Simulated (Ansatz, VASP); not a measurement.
# One calculation of Si2W, two programs

The input INCAR:

```
SYSTEM = Si2W
PREC     = Accurate       ! precision mode
ENCUT    = 520            ! plane-wave cutoff, eV
EDIFF    = 1E-6           ! SCF threshold, eV
ISMEAR   = -1             ! smearing method
SIGMA    = 0.1            ! smearing width, eV
LREAL    = .False.        ! projectors in reciprocal space
LASPH    = .True.         ! aspherical terms in the spheres
NELM     = 60             ! most SCF steps
ALGO     = Normal         ! electronic algorithm
ISIF     = 2              ! what is computed and relaxed
LWAVE    = .False.        ! write WAVECAR
LCHARG   = .True.         ! write CHGCAR
GGA      = PE             ! functional
LELF     = .True.         ! ELF
LVHAR    = .True.       
NBANDS   = 18             ! bands
```

Contents of KPOINTS:

```
Automatic mesh
0
Gamma
  14 14 14
  0 0 0
```

The input POSCAR:

```
Si2W
1.0
   -1.5790340719      1.5790340719      3.8660456788
    1.5790340719     -1.5790340719      3.8660456788
    1.5790340719      1.5790340719     -3.8660456788
W Si
1 2
Direct
    0.0000000000      0.0000000000      0.0000000000
    0.3335424621      0.3335424621      0.0000000000
   -0.3335424621     -0.3335424621      0.0000000000
```

Input for Ansatz:

```yaml
crystal:
  lattice:
    - [-1.5790340719, 1.5790340719, 3.8660456788]
    - [1.5790340719, -1.5790340719, 3.8660456788]
    - [1.5790340719, 1.5790340719, -3.8660456788]
  atoms:
    - { symbol: W, position: [0.0, 0.0, 0.0] }
    - { symbol: Si, position: [0.3335424621, 0.3335424621, 0.0] }
    - { symbol: Si, position: [-0.3335424621, -0.3335424621, 0.0] }
kpoints:
  mp_grid: { grid: [14, 14, 14] }
scf:
  occupations: { method: fermi_dirac, width: 0.1 }
hamiltonian:
  xc: pbe
  pseudopotentials: { kind: all_electron, lapw: { basis_error: 0.001 } }
output:
  forces: true
  stress: true
  eigenvalues: true
  populations: true
```

Change from the starting cell: volume scaled by 0.94, LAPW.

Alike in both runs: task single point; functional PBE; k mesh 14 × 14 × 14; occupations fermi-dirac, width 0.1 eV; no spin polarisation.

|  | VASP | Ansatz |
| --- | --- | --- |
| version | VASP 6.6.1 | Ansatz 0.2.0 |
| potentials or method | VASP PAW PBE potentials, release 64 (W_sv, Si), cutoff 520 eV | all-electron LAPW, scalar-relativistic |

Ansatz gave:

* pressure (GPa): 15.3
* traceless stress, the component that is largest in VASP (GPa): -0.02

Problem. Estimate VASP's values.

Solution. Pressure (GPa): 15.5; traceless stress, the component that is largest in VASP (GPa): -0.07.

Ansatz ran all-electron here, and VASP with PAW potentials.

Neither program's run includes spin-orbit coupling.
